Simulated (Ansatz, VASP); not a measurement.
# AlCo: VASP beside Ansatz

File INCAR:

```
SYSTEM = AlCo
ALGO = Normal
EDIFF = 1E-6
ENCUT = 520
GGA = PS
ISIF = 2
ISMEAR = 0
LASPH = .TRUE.
LCHARG = .TRUE.
LELF = .TRUE.
LREAL = .FALSE.
LVHAR = .TRUE.
LWAVE = .FALSE.
NBANDS = 13
NELM = 80
PREC = Accurate
SIGMA = 0.15
```

Contents of KPOINTS:

```
k-points
0
G
  16 16 16
  0 0 0
```

The input POSCAR:

```
AlCo
1.0
    2.7066270816      0.0000000000      0.0000000000
    0.0000000000      2.7066270816      0.0000000000
    0.0000000000      0.0000000000      2.7066270816
Al Co
1 1
Direct
    0.0000000000      0.0000000000      0.0000000000
    0.5000000000      0.5000000000      0.5000000000
```

Input for Ansatz:

```yaml
crystal:
  lattice:
    - [2.7066270816, 0.0, 0.0]
    - [0.0, 2.7066270816, 0.0]
    - [0.0, 0.0, 2.7066270816]
  atoms:
    - { symbol: Al, position: [0.0, 0.0, 0.0] }
    - { symbol: Co, position: [0.5, 0.5, 0.5] }
basis:
  ecutwfc: 420
kpoints:
  mp_grid: { grid: [16, 16, 16] }
hamiltonian:
  xc: pbesol
scf:
  occupations: { method: gaussian, width: 0.15 }
output:
  forces: true
  stress: true
  eigenvalues: true
```

Change from the starting cell: strain -0.040 along x and y, -0.040 along z, atoms carried along.

Alike in both runs: task single point; functional PBEsol; k mesh 16 × 16 × 16; occupations gaussian, width 0.15 eV; no spin polarisation.

|  | VASP | Ansatz |
| --- | --- | --- |
| version | VASP 6.6.1 | Ansatz 0.2.0 |
| potentials or method | VASP PAW PBE potentials, release 64 (Al, Co), cutoff 520 eV | scalar-relativistic, plane waves, PAW |
| valence electrons in the cell | 12 | 20 |

|  | VASP | Ansatz | Ansatz less VASP |
| --- | --- | --- | --- |
| gap on the k mesh at the Fermi level (eV) | none | none | - |
| pressure (GPa) | 32.1 | 31.9 | -0.19 |

VASP's potentials were made for PBE, not for PBEsol. A gap of «none» marks a metal or a gap that the smearing closes. Both programs put the cell under a high pressure, so it lies far from rest at this level. The functional is the same, so the differences come from potentials, cutoffs and numerics. VASP's potentials hold 12 valence electrons a cell and Ansatz's 20, so a difference there can come from the potentials and not from the codes.
